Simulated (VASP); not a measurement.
# La (Im-3m) in VASP: a series of runs

The runs below take La through single point, with PBEsol.

Everything below comes from runs of VASP 6.6.1. Logs are shortened: lines on timing, memory, paths and dates and some standing lists are left out, and cuts for length are marked.

## 1. The cell of the first run

Symmetry: Im-3m, No. 229, cubic system. Conventional cell: a = 3.491 Å, b = 3.491 Å, c = 3.491 Å, α = 90.00°, β = 90.00°, γ = 90.00°. La (site symmetry m-3m) has 14 La at 3.02 to 3.49 Å within 4.0 Å.

## 2. Single point, PBEsol

INCAR reads:

```
SYSTEM = La
PREC = Accurate
ENCUT = 520
EDIFF = 1E-6
ISMEAR = -1
SIGMA = 0.05
LREAL = .FALSE.
LASPH = .TRUE.
NELM = 100
ALGO = Normal
ISIF = 2
LWAVE = .FALSE.
LCHARG = .FALSE.
GGA = PS
NBANDS = 12
```

KPOINTS reads:

```
Automatic mesh
0
G
  9 9 9
  0 0 0
```

POSCAR reads:

```
La
1.0
   -1.7454811884      1.7454811884      1.7454811884
    1.7454811884     -1.7454811884      1.7454811884
    1.7454811884      1.7454811884     -1.7454811884
La
1
Direct
    0.0000000000      0.0000000000      0.0000000000
```

Potentials or basis: VASP PAW PBE potentials, release 64 (La).

The run is started by

```
> cat potpaw_PBE.64/La/POTCAR > POTCAR
> mpirun -np 1 vasp_std > vasp.out
```

OUTCAR:

```text
SYSTEM = La
   PREC = Accurate
   ENCUT = 520
   EDIFF = 1E-6
   ISMEAR = -1
   LREAL = .FALSE.
   LASPH = .TRUE.
   NELM = 100
   ISIF = 2
   GGA = PS

 ion  position               nearest neighbor table
   1  0.000  0.000  0.000-

  LATTYP: Found a body centered cubic cell.
 ALAT       =     3.4909623768

  Lattice vectors:

 A1 = (  -1.7454811884,   1.7454811884,   1.7454811884)
 A2 = (   1.7454811884,  -1.7454811884,   1.7454811884)
 A3 = (   1.7454811884,   1.7454811884,  -1.7454811884)

Analysis of symmetry for initial positions (statically):
=====================================================================
 Subroutine PRICEL returns:
 Original cell was already a primitive cell.

 Routine SETGRP: Setting up the symmetry group for a
 body centered cubic supercell.

 Subroutine GETGRP returns: Found 48 space group operations
 (whereof 48 operations were pure point group operations)
 out of a pool of 48 trial point group operations.

The static configuration has the point symmetry O_h .

Analysis of symmetry for dynamics (positions and initial velocities):
=====================================================================
 Subroutine PRICEL returns:
 Original cell was already a primitive cell.

 Routine SETGRP: Setting up the symmetry group for a
 body centered cubic supercell.

 Subroutine GETGRP returns: Found 48 space group operations
 (whereof 48 operations were pure point group operations)
 out of a pool of 48 trial point group operations.

The dynamic configuration has the point symmetry O_h .

 Subroutine INISYM returns: Found 48 space group operations
 (whereof 48 operations are pure point group operations),
 and found     1 'primitive' translations

----------------------------------------------------------------------------------------

                                     Primitive cell

  volume of cell :      21.2719

  direct lattice vectors                    reciprocal lattice vectors
    -1.745481188  1.745481188  1.745481188     0.000000000  0.286453961  0.286453961
     1.745481188 -1.745481188  1.745481188     0.286453961  0.000000000  0.286453961
     1.745481188  1.745481188 -1.745481188     0.286453961  0.286453961  0.000000000

  length of vectors
     3.023262102  3.023262102  3.023262102     0.405107076  0.405107076  0.405107076

  position of ions in fractional coordinates (direct lattice)
     0.000000000  0.000000000  0.000000000

  ion indices of the primitive-cell ions
   primitive index   ion index
                 1           1

----------------------------------------------------------------------------------------

 KPOINTS: Automatic mesh

Automatic generation of k-mesh.
 Grid dimensions read from file:
 generate k-points for:    9    9    9

 Generating k-lattice:

  Cartesian coordinates                     Fractional coordinates (reciprocal lattice)
     0.000000000  0.031828218  0.031828218     0.111111111  0.000000000  0.000000000
     0.031828218  0.000000000  0.031828218     0.000000000  0.111111111  0.000000000
     0.031828218  0.031828218  0.000000000     0.000000000  0.000000000  0.111111111

  Length of vectors
     0.045011897  0.045011897  0.045011897

  Shift w.r.t. Gamma in fractional coordinates (k-lattice)
     0.000000000  0.000000000  0.000000000

 Subroutine IBZKPT returns following result:
 ===========================================

 Found     35 irreducible k-points:

 Following reciprocal coordinates:
            Coordinates               Weight
  0.000000  0.000000  0.000000      1.000000
  0.111111  0.000000  0.000000     12.000000
  0.222222  0.000000  0.000000     12.000000
  0.333333  0.000000  0.000000     12.000000
  0.444444  0.000000  0.000000     12.000000
  0.111111  0.111111  0.000000     24.000000
[... 16 lines left out ...]
 -0.333333  0.444444  0.111111     48.000000
 -0.444444 -0.444444  0.111111     24.000000
 [... further k-points ...]
   k-points           NKPTS =     35   k-points in BZ     NKDIM =     35   number of bands    NBANDS=     12
   number of dos      NEDOS =    301   number of ions     NIONS =      1
   total plane-waves  NPLWV =  13824
   dimension x,y,z NGX =    24 NGY =   24 NGZ =   24
   dimension x,y,z NGXF=    48 NGYF=   48 NGZF=   48
   ions per type =               1
   NGX,Y,Z   is equivalent  to a cutoff of  13.20, 13.20, 13.20 a.u.
   NGXF,Y,Z  is equivalent  to a cutoff of  26.39, 26.39, 26.39 a.u.
 SYSTEM =  La
   PREC   = accura    normal or accurate (medium, high low for compatibility)
   ISTART =      0    job   : 0-new  1-cont  2-samecut
   ICHARG =      2    charge: 1-file 2-atom 10-const
   ISPIN  =      1    spin polarized calculation?
   LNONCOLLINEAR =      F non collinear calculations
   LSORBIT =      F    spin-orbit coupling
   LASPH  =      T    aspherical Exc in radial PAW
   ENCUT  =  520.0 eV  38.22 Ry    6.18 a.u.   5.62  5.62  5.62*2*pi/ulx,y,z
   NELM   =    100;   NELMIN=  2; NELMDL= -5     # of ELM steps
   EDIFF  = 0.1E-05   stopping-criterion for ELM
   LREAL  =      F    real-space projection
   EDIFFG = 0.1E-04   stopping-criterion for IOM
   NSW    =      0    number of steps for IOM
   IBRION =     -1    ionic relax: 0-MD 1-quasi-New 2-CG
   NFREE  =      0    steps in history (QN), initial steepest desc. (CG)
   ISIF   =      2    stress and relaxation
   ISYM   =      2    0-nonsym 1-usesym 2-fastsym
   POTIM  = 0.5000    time-step for ionic-motion
   TEBEG  =    0.0;   TEEND  =   0.0 temperature during run
   PSTRESS=    0.0 pullay stress
   NELECT =      11.0000    total number of electrons
   NUPDOWN=      -1.0000    fix difference up-down
   EMIN   =  10.00;   EMAX   =-10.00  energy-range for DOS
   EFERMI =   0.00;   METHOD = LEGACY
   ISMEAR =    -1;   SIGMA  =   0.05  broadening in eV -4-tet -1-fermi 0-gaus
   EFERMI_NEDOS =   21; number of points for ismear=-14 and -15
   IALGO  =     38    algorithm
   IMIX   =      4    mixing-type and parameters
     AMIX     =   0.40;   BMIX     =  1.00
     AMIX_MAG =   1.60;   BMIX_MAG =  1.00
  volume/ion in A,a.u.               =      21.27       143.55
  Fermi-wavevector in a.u.,A,eV,Ry     =   1.314026  2.483149 23.492687  1.726664
  Thomas-Fermi vector in A             =   2.444307
   LORBIT       =      0    0 simple, 1 ext, 2 COOP (PROOUT), +10 PAW based schemes
   GGA     = PS    functional components
   LHFCALC =     F    Hartree Fock is set to
   AEXX    =    0.0000 exact exchange contribution
   IVDW    =     0    specifies the selected vdW correction
   LEPSILON=     F    determine dielectric tensor
   LRPA    =     F    only Hartree local field effects (RPA)
 non-spin polarized calculation
  energy-cutoff  :      520.00
  volume of cell :       21.27
 maximum number of plane-waves:       603
   NGX = 11   NGY = 11   NGZ = 11

 number of electron      10.9999999 magnetization

 Free energy of the ion-electron system (eV)
  ---------------------------------------------------
  ext. energy  EPLUGINS =         0.00000000
  ---------------------------------------------------
  free energy    TOTEN  =        -4.37764742 eV

  energy without entropy =       -4.35865179  energy(sigma->0) =       -4.36814961

 E-fermi :  14.3194     XC(G=0): -12.2080

 val. band max:       14.3093719391   @ k =   0.2222   0.2222   0.1111
 cond. band min:      14.3197812769   @ k =   0.1111   0.1111   0.1111
 fundamental gap:      0.0104093378
 Fermi energy:        14.3194435761

 k-point     1 :       0.0000    0.0000    0.0000
  band No.  band energies     occupation
      1     -18.6965      2.00000
      2       1.0854      2.00000
      3       1.0854      2.00000
      4       1.0854      2.00000
      5      13.3065      2.00000
      6      16.2476      0.00000
      7      16.2476      0.00000
      8      16.2476      0.00000
      9      16.4669      0.00000
     10      16.4669      0.00000
     11      16.4669      0.00000
     12      18.5191      0.00000

 k-point     2 :       0.1111    0.0000    0.0000
  band No.  band energies     occupation
      1     -18.5525      2.00000
      2       0.2666      2.00000
      3       0.8448      2.00000
      4       1.0604      2.00000
      5      13.9865      1.99744
      6      15.3847      0.00000
      7      15.4337      0.00000
      8      16.2002      0.00000
      9      16.7889      0.00000
     10      17.1711      0.00000
     11      17.1802      0.00000
     12      18.3821      0.00000

 k-point     3 :       0.2222    0.0000    0.0000
  band No.  band energies     occupation
      1     -18.1620      2.00000
      2      -1.5059      2.00000
      3       0.2896      2.00000
      4       0.9947      2.00000
      5      13.4209      2.00000
      6      14.4638      0.10556
      7      16.1746      0.00000
      8      16.3492      0.00000
      9      17.2417      0.00000
     10      17.7110      0.00000
     11      17.7991      0.00000
     12      18.2579      0.00000
[... 286 lines left out ...]
 k-point    23 :      -0.3333    0.4444    0.1111
  band No.  band energies     occupation
      1     -17.1938      2.00000
      2      -3.5470      2.00000
      3      -1.4366      2.00000
      4       0.1107      2.00000
      5      13.0220      2.00000
      6      14.0632      1.98819
      7      15.9092      0.00000
      8      16.4892      0.00000
      9      17.2963      0.00000
     10      18.1705      0.00000
     11      18.2041      0.00000
     12      18.4726      0.00000

 k-point    24 :      -0.4444   -0.4444    0.1111
  band No.  band energies     occupation
      1     -17.0160      2.00000
      2      -3.9532      2.00000
      3      -1.6899      2.00000
      4       0.1081      2.00000
      5      12.8048      2.00000
      6      14.3548      0.66036
      7      15.5335      0.00000
      8      16.2270      0.00000
      9      17.5150      0.00000
     10      18.2677      0.00000
     11      18.3413      0.00000
     12      18.3783      0.00000

 [... further k-points ...]
[... 5 lines left out ...]
  --------------------------------------------------------------------------------------
  -------------------------------------------------------------------------------------
  Total        4.0183862      4.0183862      4.0183862      0.0000000      0.0000000      0.0000000
  in kB      302.6611985    302.6611985    302.6611985      0.0000000      0.0000000      0.0000000
  external PRESSURE =     302.6611985 kB  Pullay stress =       0.0000000 kB

 VOLUME and BASIS-vectors are now :
 -----------------------------------------------------------------------------
  energy-cutoff  :      520.00
  volume of cell :       21.27
      direct lattice vectors                 reciprocal lattice vectors
    -1.745481188  1.745481188  1.745481188     0.000000000  0.286453961  0.286453961
     1.745481188 -1.745481188  1.745481188     0.286453961  0.000000000  0.286453961
     1.745481188  1.745481188 -1.745481188     0.286453961  0.286453961  0.000000000

 POSITION                                       TOTAL-FORCE (eV/Angst)
 -----------------------------------------------------------------------------------
      0.00000      0.00000      0.00000         0.000000     -0.000000      0.000000
 -----------------------------------------------------------------------------------
    total drift:                                0.000000      0.000000     -0.000000

  FREE ENERGIE OF THE ION-ELECTRON SYSTEM (eV)
  ---------------------------------------------------
  free  energy   TOTEN  =        -4.3776474235 eV

  energy  without entropy=       -4.3586517878  energy(sigma->0) =       -4.36814961
```

Run time: 8.5 s. Hardware: 1 thread of Intel Xeon Platinum 8375C at 2.90GHz (Ice Lake), shared host; peak memory 0.15 GiB.

What came out:

* Free energy: -4.3776 eV
* Pressure: 30.3 GPa

Levels at points of the mesh, in eV from the Fermi level:
| k point | band 2 | band 3 | band 4 | band 5 | band 6 | band 7 | band 8 | band 9 |
| --- | --- | --- | --- | --- | --- | --- | --- | --- |
| (0.00, 0.00, 0.00) | -13.23 | -13.23 | -13.23 | -1.01 | 1.93 | 1.93 | 1.93 | 2.15 |

Caveat: the PAW data sets were made with another functional, which shifts forces and pressure a little; spin-orbit coupling is left out, which moves the levels of the heavy elements.

(Part 1 of 2 ends here.)
